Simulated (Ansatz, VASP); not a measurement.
## Te: VASP beside Ansatz

INCAR

```
SYSTEM = Te
PREC = Accurate
ENCUT = 520
EDIFF = 1E-6
ISMEAR = 0
SIGMA = 0.15
LREAL = .False.
LASPH = .True.
NELM = 80
ALGO = Normal
ISIF = 2
LWAVE = .False.
LCHARG = .True.
GGA = PE
LELF = .True.
LVHAR = .True.
NBANDS = 9
```

The input KPOINTS:

```
Automatic mesh
0
Gamma
  15 15 15
  0 0 0
```

Contents of POSCAR:

```
Te
1.0
    2.2536536164      1.3011475221      1.7598029873
   -2.2536536164      1.3011475221      1.7598029873
    0.0000000000     -2.6022950442      1.7598029873
Te
1
Direct
    0.5000000000      0.5000000000      0.5000000000
```

Input for Ansatz:

```yaml
crystal:
  lattice:
    - [2.2536536164, 1.3011475221, 1.7598029873]
    - [-2.2536536164, 1.3011475221, 1.7598029873]
    - [0.0, -2.6022950442, 1.7598029873]
  atoms:
    - { symbol: Te, position: [0.5, 0.5, 0.5] }
basis:
  ecutwfc: 420
kpoints:
  mp_grid: { grid: [15, 15, 15] }
hamiltonian:
  xc: pbe
scf:
  occupations: { method: gaussian, width: 0.15 }
output:
  forces: true
  stress: true
  eigenvalues: true
```

Alike in both runs: task single point; functional PBE; k mesh 15 × 15 × 15; occupations gaussian, width 0.15 eV; no spin polarisation.

```csv
,VASP,Ansatz
version,VASP 6.6.1,Ansatz 0.2.0
potentials or method,"VASP PAW PBE potentials, release 64 (Te), cutoff 520 eV","scalar-relativistic, plane waves, PAW"
valence electrons in the cell,6,16
```

```csv
,VASP,Ansatz,Ansatz less VASP
gap on the k mesh at the Fermi level (eV),none,none,-
pressure (GPa),3.1,3.1,+0.04
```

A gap of «none» marks a metal or a gap that the smearing closes. VASP's potentials hold 6 valence electrons a cell and Ansatz's 16, so a difference there can come from the potentials and not from the codes.

Neither program's run includes spin-orbit coupling.
